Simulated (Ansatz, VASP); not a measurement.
One calculation of Si2W, two programs

INCAR

```
PREC     = Accurate       # precision mode
ENCUT    = 520            # plane-wave cutoff, eV
EDIFF    = 1E-6           # SCF threshold, eV
ISMEAR   = 0              # smearing method
SIGMA    = 0.15           # smearing width, eV
LREAL    = F              # projectors in reciprocal space
LASPH    = T              # aspherical terms in the spheres
NELM     = 80             # most SCF steps
ALGO     = Normal         # electronic algorithm
ISIF     = 2              # what is computed and relaxed
LWAVE    = F              # write WAVECAR
LCHARG   = F              # write CHGCAR
GGA      = PS             # functional
NBANDS   = 43             # bands
```

File KPOINTS:

```
regular mesh
0
Gamma
  12 12 6
```

The input POSCAR:

```
Si2W
1.0
    4.6904887667      0.0000000000      0.0000000000
   -2.3452443834      4.0620824282      0.0000000000
    0.0000000000      0.0000000000      6.4382247831
Si W
6 3
Direct
    0.8361793875      0.6723587749      0.5000000000
    0.1638206125      0.8361793875      0.8333333333
    0.6723587749      0.8361793875      0.1666666667
    0.1638206125      0.3276412251      0.5000000000
    0.8361793875      0.1638206125      0.8333333333
    0.3276412251      0.1638206125      0.1666666667
    0.0000000000      0.5000000000      0.1666666667
    0.5000000000      0.5000000000      0.8333333333
    0.5000000000      0.0000000000      0.5000000000
```

Input for Ansatz:

```yaml
crystal:
  lattice:
    - [4.6904887667, 0.0, 0.0]
    - [-2.3452443834, 4.0620824282, 0.0]
    - [0.0, 0.0, 6.4382247831]
  atoms:
    - { symbol: Si, position: [0.8361793875, 0.6723587749, 0.5] }
    - { symbol: Si, position: [0.1638206125, 0.8361793875, 0.8333333333] }
    - { symbol: Si, position: [0.6723587749, 0.8361793875, 0.1666666667] }
    - { symbol: Si, position: [0.1638206125, 0.3276412251, 0.5] }
    - { symbol: Si, position: [0.8361793875, 0.1638206125, 0.8333333333] }
    - { symbol: Si, position: [0.3276412251, 0.1638206125, 0.1666666667] }
    - { symbol: W, position: [0.0, 0.5, 0.1666666667] }
    - { symbol: W, position: [0.5, 0.5, 0.8333333333] }
    - { symbol: W, position: [0.5, 0.0, 0.5] }
basis:
  ecutwfc: 420
kpoints:
  mp_grid: { grid: [12, 12, 6] }
hamiltonian:
  xc: pbesol
scf:
  occupations: { method: gaussian, width: 0.15 }
output:
  forces: true
  stress: true
  eigenvalues: true
```

Change from the starting cell: strain +0.025 along x and y, -0.025 along z, atoms carried along.

Alike in both runs: task single point; functional PBEsol; k mesh 12 × 12 × 6; occupations gaussian, width 0.15 eV; no spin polarisation.

|  | VASP | Ansatz |
| --- | --- | --- |
| version | VASP 6.6.1 | Ansatz 0.2.0 |
| potentials or method | VASP PAW PBE potentials, release 64 (Si, W_sv), cutoff 520 eV | scalar-relativistic, plane waves, PAW |
| valence electrons in the cell | 66 | 66 |

|  | VASP | Ansatz | Ansatz less VASP |
| --- | --- | --- | --- |
| gap on the k mesh at the Fermi level (eV) | none | none | - |
| pressure (GPa) | -3.8 | -4.1 | -0.31 |
| traceless stress, the component that is largest in VASP (GPa) | 8.56 | 8.48 | -0.078 |
| rms of the force components (eV/Å) | 0.032 | 0.030 | -0.0019 |

VASP's potentials were made for PBE, not for PBEsol. Atom by atom the forces differ by 0.002 eV/Å (rms over components). A gap of «none» marks a metal or a gap that the smearing closes. With one functional, cell and mesh, what is left measures potentials, basis and numerics.

Neither program's run includes spin-orbit coupling.
